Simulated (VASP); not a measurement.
# TiO2 (P4_2/mnm) in VASP: notebook

The runs below take TiO2 through relaxation of shape and atoms at fixed volume, relaxation of cell and atoms, with PBE.

All numbers are computed with VASP 6.6.1; they aren't measurements. Logs are shortened: lines on timing, memory, paths and dates and some standing lists are left out, and cuts for length are marked.

## (1) The cell of the first run

Symmetry: P4_2/mnm, No. 136, tetragonal system. Conventional cell: a = 4.538 Å, b = 4.538 Å, c = 2.917 Å, α = 90.00°, β = 90.00°, γ = 90.00°. Within 2.6 Å of Ti (site symmetry mmm) lie 6 O at 1.93 to 1.95 Å. Within 2.6 Å of O (site symmetry m2m) lie 3 Ti at 1.93 to 1.95 Å and 1 O at 2.52 Å.

## (2) Relaxation of shape and atoms at fixed volume, PBE (10.01 Å³/atom)

File INCAR:

```
ALGO = Normal
EDIFF = 1E-7
EDIFFG = -0.01
ENCUT = 600
GGA = PE
IBRION = 2
ISIF = 4
ISMEAR = 0
LASPH = True
LCHARG = False
LREAL = False
LWAVE = False
NELM = 60
NSW = 50
PREC = Accurate
SIGMA = 0.02
```

File KPOINTS:

```
k-points
0
Gamma
  6 6 10
```

File POSCAR:

```
TiO2
1.0
    4.5377013023      0.0000000000      0.0000000000
    0.0000000000      4.5377013023      0.0000000000
    0.0000000000      0.0000000000      2.9171970810
Ti O
2 4
Direct
    0.0000000000      0.0000000000      0.0000000000
    0.5000000000      0.5000000000      0.5000000000
    0.3040074520      0.3040074520      0.0000000000
    0.1959925480      0.8040074520      0.5000000000
    0.6959925480      0.6959925480      0.0000000000
    0.8040074520      0.1959925480      0.5000000000
```

Potentials or basis: VASP PAW PBE potentials, release 64 (Ti_sv, O).

Command:

```
$ cat potpaw_PBE.64/Ti_sv/POTCAR potpaw_PBE.64/O/POTCAR > POTCAR
$ mpirun -np 1 vasp_std > vasp.out
```

OUTCAR:

```text
EDIFF = 1E-7
   EDIFFG = -0.01
   ENCUT = 600
   GGA = PE
   IBRION = 2
   ISIF = 4
   ISMEAR = 0
   LASPH = True
   LREAL = False
   NELM = 60
   NSW = 50
   PREC = Accurate

 ion  position               nearest neighbor table
   1  0.000  0.000  0.000-   4 1.93   6 1.93   4 1.93   6 1.93   5 1.95   3 1.95
   2  0.500  0.500  0.500-   3 1.93   5 1.93   3 1.93   5 1.93   4 1.95   6 1.95
   3  0.304  0.304  0.000-   2 1.93   2 1.93   1 1.95
   4  0.196  0.804  0.500-   1 1.93   1 1.93   2 1.95
   5  0.696  0.696  0.000-   2 1.93   2 1.93   1 1.95
   6  0.804  0.196  0.500-   1 1.93   1 1.93   2 1.95

  LATTYP: Found a simple tetragonal cell.
 ALAT       =     4.5377013023
 C/A-ratio  =     0.6428799268

  Lattice vectors:

 A1 = (   4.5377013023,   0.0000000000,   0.0000000000)
 A2 = (   0.0000000000,   4.5377013023,   0.0000000000)
 A3 = (   0.0000000000,   0.0000000000,   2.9171970810)

Analysis of symmetry for initial positions (statically):
=====================================================================
 Subroutine PRICEL returns:
 Original cell was already a primitive cell.

 Routine SETGRP: Setting up the symmetry group for a
 simple tetragonal supercell.

 Subroutine GETGRP returns: Found 16 space group operations
 (whereof  8 operations were pure point group operations)
 out of a pool of 16 trial point group operations.

The static configuration has the point symmetry D_2h.
 The point group associated with its full space group is D_4h.

Analysis of symmetry for dynamics (positions and initial velocities):
=====================================================================
 Subroutine PRICEL returns:
 Original cell was already a primitive cell.

 Routine SETGRP: Setting up the symmetry group for a
 simple tetragonal supercell.

 Subroutine GETGRP returns: Found 16 space group operations
 (whereof  8 operations were pure point group operations)
 out of a pool of 16 trial point group operations.

The dynamic configuration has the point symmetry D_2h.
 The point group associated with its full space group is D_4h.

 Subroutine INISYM returns: Found 16 space group operations
 (whereof  8 operations are pure point group operations),
 and found     1 'primitive' translations

----------------------------------------------------------------------------------------

                                     Primitive cell

  volume of cell :      60.0672

  direct lattice vectors                    reciprocal lattice vectors
     4.537701302  0.000000000  0.000000000     0.220375898  0.000000000  0.000000000
     0.000000000  4.537701302  0.000000000     0.000000000  0.220375898  0.000000000
     0.000000000  0.000000000  2.917197081     0.000000000  0.000000000  0.342794803

  length of vectors
     4.537701302  4.537701302  2.917197081     0.220375898  0.220375898  0.342794803

  position of ions in fractional coordinates (direct lattice)
     0.000000000  0.000000000  0.000000000
     0.500000000  0.500000000  0.500000000
     0.304007452  0.304007452  0.000000000
     0.195992548  0.804007452  0.500000000
     0.695992548  0.695992548  0.000000000
     0.804007452  0.195992548  0.500000000

  ion indices of the primitive-cell ions
   primitive index   ion index
                 1           1
                 2           2
                 3           3
                 4           4
                 5           5
                 6           6

----------------------------------------------------------------------------------------

 KPOINTS: k-points

Automatic generation of k-mesh.
 Grid dimensions read from file:
 generate k-points for:    6    6   10

 Generating k-lattice:

  Cartesian coordinates                     Fractional coordinates (reciprocal lattice)
     0.036729316  0.000000000  0.000000000     0.166666667  0.000000000  0.000000000
     0.000000000  0.036729316  0.000000000     0.000000000  0.166666667  0.000000000
     0.000000000  0.000000000  0.034279480     0.000000000  0.000000000  0.100000000

  Length of vectors
     0.036729316  0.036729316  0.034279480

  Shift w.r.t. Gamma in fractional coordinates (k-lattice)
     0.000000000  0.000000000  0.000000000

 Subroutine IBZKPT returns following result:
 ===========================================

 Found     60 irreducible k-points:

 Following reciprocal coordinates:
            Coordinates               Weight
  0.000000  0.000000  0.000000      1.000000
  0.166667  0.000000  0.000000      4.000000
  0.333333  0.000000  0.000000      4.000000
  0.500000  0.000000  0.000000      2.000000
  0.166667  0.166667  0.000000      4.000000
  0.333333  0.166667  0.000000      8.000000
[... 16 lines left out ...]
  0.333333  0.000000  0.200000      8.000000
  0.500000  0.000000  0.200000      4.000000
 [... further k-points ...]
   k-points           NKPTS =     60   k-points in BZ     NKDIM =     60   number of bands    NBANDS=     28
   number of dos      NEDOS =    301   number of ions     NIONS =      6
   total plane-waves  NPLWV =  31104
   dimension x,y,z NGX =    36 NGY =   36 NGZ =   24
   dimension x,y,z NGXF=    72 NGYF=   72 NGZF=   48
   ions per type =               2   4
   NGX,Y,Z   is equivalent  to a cutoff of  13.19, 13.19, 13.68 a.u.
   NGXF,Y,Z  is equivalent  to a cutoff of  26.38, 26.38, 27.35 a.u.
 SYSTEM =  unknown system
   PREC   = accura    normal or accurate (medium, high low for compatibility)
   ISTART =      0    job   : 0-new  1-cont  2-samecut
   ICHARG =      2    charge: 1-file 2-atom 10-const
   ISPIN  =      1    spin polarized calculation?
   LNONCOLLINEAR =      F non collinear calculations
   LSORBIT =      F    spin-orbit coupling
   LASPH  =      T    aspherical Exc in radial PAW
   ENCUT  =  600.0 eV  44.10 Ry    6.64 a.u.   9.06  9.06  5.83*2*pi/ulx,y,z
   NELM   =     60;   NELMIN=  2; NELMDL= -5     # of ELM steps
   EDIFF  = 0.1E-06   stopping-criterion for ELM
   LREAL  =      F    real-space projection
   EDIFFG = -.1E-01   stopping-criterion for IOM
   NSW    =     50    number of steps for IOM
   IBRION =      2    ionic relax: 0-MD 1-quasi-New 2-CG
   NFREE  =      1    steps in history (QN), initial steepest desc. (CG)
   ISIF   =      4    stress and relaxation
   ISYM   =      2    0-nonsym 1-usesym 2-fastsym
   POTIM  = 0.5000    time-step for ionic-motion
   TEBEG  =    0.0;   TEEND  =   0.0 temperature during run
   PSTRESS=    0.0 pullay stress
   NELECT =      48.0000    total number of electrons
   NUPDOWN=      -1.0000    fix difference up-down
   EMIN   =  10.00;   EMAX   =-10.00  energy-range for DOS
   EFERMI =   0.00;   METHOD = LEGACY
   ISMEAR =     0;   SIGMA  =   0.02  broadening in eV -4-tet -1-fermi 0-gaus
   EFERMI_NEDOS =   21; number of points for ismear=-14 and -15
   IALGO  =     38    algorithm
   IMIX   =      4    mixing-type and parameters
     AMIX     =   0.40;   BMIX     =  1.00
     AMIX_MAG =   1.60;   BMIX_MAG =  1.00
  volume/ion in A,a.u.               =      10.01        67.56
  Fermi-wavevector in a.u.,A,eV,Ry     =   1.519181  2.870835 31.401015  2.307909
  Thomas-Fermi vector in A             =   2.628201
   LORBIT       =      0    0 simple, 1 ext, 2 COOP (PROOUT), +10 PAW based schemes
   GGA     = PE    functional components
   LHFCALC =     F    Hartree Fock is set to
   AEXX    =    0.0000 exact exchange contribution
   IVDW    =     0    specifies the selected vdW correction
   LEPSILON=     F    determine dielectric tensor
   LRPA    =     F    only Hartree local field effects (RPA)
 conjugate gradient relaxation of ions
 non-spin polarized calculation
 Gauss-broadening in eV      SIGMA  =   0.02
  energy-cutoff  :      600.00
  volume of cell :       60.07
 maximum number of plane-waves:      2040
   NGX = 19   NGY = 19   NGZ = 11

--------------------------------------- Ionic step        1  -------------------------------------------

 number of electron      48.0000002 magnetization

 Free energy of the ion-electron system (eV)
  ---------------------------------------------------
  ext. energy  EPLUGINS =         0.00000000
  ---------------------------------------------------
  free energy    TOTEN  =       -53.49463187 eV

  energy without entropy =      -53.49463187  energy(sigma->0) =      -53.49463187

------------------------ aborting loop because EDIFF is reached ----------------------------------------

  FORCE on cell =-STRESS in cart. coord.  units (eV):
  Direction    XX          YY          ZZ          XY          YZ          ZX
  --------------------------------------------------------------------------------------
  -------------------------------------------------------------------------------------
  Total        5.6286479      5.6286479      6.4983668      0.0000000      0.0000000      0.0000000
  in kB      150.1333177    150.1333177    173.3313924      0.0000000      0.0000000      0.0000000
  external PRESSURE =     157.8660093 kB  Pullay stress =       0.0000000 kB

 VOLUME and BASIS-vectors are now :
 -----------------------------------------------------------------------------
  energy-cutoff  :      600.00
  volume of cell :       60.07
      direct lattice vectors                 reciprocal lattice vectors
     4.537701302  0.000000000  0.000000000     0.220375898  0.000000000  0.000000000
     0.000000000  4.537701302  0.000000000     0.000000000  0.220375898  0.000000000
     0.000000000  0.000000000  2.917197081     0.000000000  0.000000000  0.342794803
[... 81 lines left out ...]
 POSITION                                       TOTAL-FORCE (eV/Angst)
 -----------------------------------------------------------------------------------
      0.00000      0.00000      0.00000        -0.000000     -0.000000      0.000000
      2.26440      2.26440      1.46433        -0.000000     -0.000000      0.000000
      1.37164      1.37164      0.00000         0.008600      0.008600     -0.000000
      0.89276      3.63604      1.46433        -0.008600      0.008600     -0.000000
      3.15717      3.15717      0.00000        -0.008600     -0.008600      0.000000
      3.63604      0.89276      1.46433         0.008600     -0.008600      0.000000
 -----------------------------------------------------------------------------------
    total drift:                               -0.000000      0.000000     -0.000000

  FREE ENERGIE OF THE ION-ELECTRON SYSTEM (eV)
  ---------------------------------------------------
  free  energy   TOTEN  =       -53.4989399183 eV

  energy  without entropy=      -53.4989399183  energy(sigma->0) =      -53.49893992

--------------------------------------- Ionic step        4  -------------------------------------------

 number of electron      47.9999992 magnetization

 Free energy of the ion-electron system (eV)
  ---------------------------------------------------
  ext. energy  EPLUGINS =         0.00000000
  ---------------------------------------------------
  free energy    TOTEN  =       -53.49897867 eV

  energy without entropy =      -53.49897867  energy(sigma->0) =      -53.49897867

 E-fermi :   5.5397     XC(G=0): -11.6255

 val. band max:        5.3058305962   @ k =   0.0000   0.0000   0.0000
 cond. band min:       7.1857396238   @ k =   0.0000   0.0000   0.0000
 fundamental gap:      1.8799090275
 Fermi energy:         5.5397084291

 k-point     1 :       0.0000    0.0000    0.0000
  band No.  band energies     occupation
      1     -51.5445      2.00000
      2     -51.5231      2.00000
      3     -27.8923      2.00000
      4     -27.8923      2.00000
      5     -27.6996      2.00000
      6     -27.6996      2.00000
[... 20 lines left out ...]
     27       7.7265      0.00000
[... 691 lines left out ...]
      6     -27.7768      2.00000
[... 20 lines left out ...]
     27       8.5146      0.00000
     28       8.5146      0.00000

 [... further k-points ...]

------------------------ aborting loop because EDIFF is reached ----------------------------------------

  FORCE on cell =-STRESS in cart. coord.  units (eV):
  Direction    XX          YY          ZZ          XY          YZ          ZX
  --------------------------------------------------------------------------------------
  -------------------------------------------------------------------------------------
  Total        5.6815328      5.6815328      5.6958306      0.0000000      0.0000000      0.0000000
  in kB      151.5439218    151.5439218    151.9252868      0.0000000      0.0000000      0.0000000
  external PRESSURE =     151.6710435 kB  Pullay stress =       0.0000000 kB

 VOLUME and BASIS-vectors are now :
 -----------------------------------------------------------------------------
  energy-cutoff  :      600.00
  volume of cell :       60.07
      direct lattice vectors                 reciprocal lattice vectors
     4.527681233 -0.000000000  0.000000000     0.220863605  0.000000000  0.000000000
    -0.000000000  4.527681233  0.000000000     0.000000000  0.220863605  0.000000000
     0.000000000  0.000000000  2.930123283     0.000000000  0.000000000  0.341282569

 POSITION                                       TOTAL-FORCE (eV/Angst)
 -----------------------------------------------------------------------------------
      4.52768     -0.00000      0.00000         0.000000      0.000000      0.000000
      2.26384      2.26384      1.46506         0.000000      0.000000      0.000000
      1.37166      1.37166      2.93012         0.001389      0.001389      0.000000
      0.89218      3.63550      1.46506        -0.001389      0.001389      0.000000
      3.15603      3.15603      0.00000        -0.001389     -0.001389     -0.000000
      3.63550      0.89218      1.46506         0.001389     -0.001389     -0.000000
 -----------------------------------------------------------------------------------
    total drift:                                0.000000      0.000000     -0.000000

  FREE ENERGIE OF THE ION-ELECTRON SYSTEM (eV)
  ---------------------------------------------------
  free  energy   TOTEN  =       -53.4989786678 eV

  energy  without entropy=      -53.4989786678  energy(sigma->0) =      -53.49897867

 reached required accuracy - stopping structural energy minimisation
```

Run time: 7.7 min. Hardware: 1 thread of Intel Xeon 8259CL, shared host; peak memory 0.25 GiB.

Results:

```yaml
Free_energy: -53.4990 eV
Energy_gained_by_relaxing: 0.7 meV/atom
Ionic_steps: 4
Pressure_after_relaxing: 15.2 GPa
Band_gap_on_the_k_mesh: 1.88 eV
```

Step by step:
| step | energy change (eV) | largest force (eV/Å) | pressure (GPa) | volume (Å³) |
| --- | --- | --- | --- | --- |
| 1 | 0.0000 | 0.1796 | 15.79 | 60.07 |
| 2 | -0.0042 | 0.0469 | 15.07 | 60.07 |
| 3 | -0.0043 | 0.0122 | 15.18 | 60.07 |
| 4 | -0.0043 | 0.0020 | 15.17 | 60.07 |

Final structure:
```
Ti O
1.0
     4.52768    0.00000    0.00000
     0.00000    4.52768    0.00000
     0.00000    0.00000    2.93012
Ti O
2 4
Cartesian
  4.5277 0.0000 0.0000
  2.2638 2.2638 1.4651
  1.3717 1.3717 2.9301
  0.8922 3.6355 1.4651
  3.1560 3.1560 0.0000
  3.6355 0.8922 1.4651
```

A k mesh can miss the band edges.

(Part 1 of 2 ends here.)
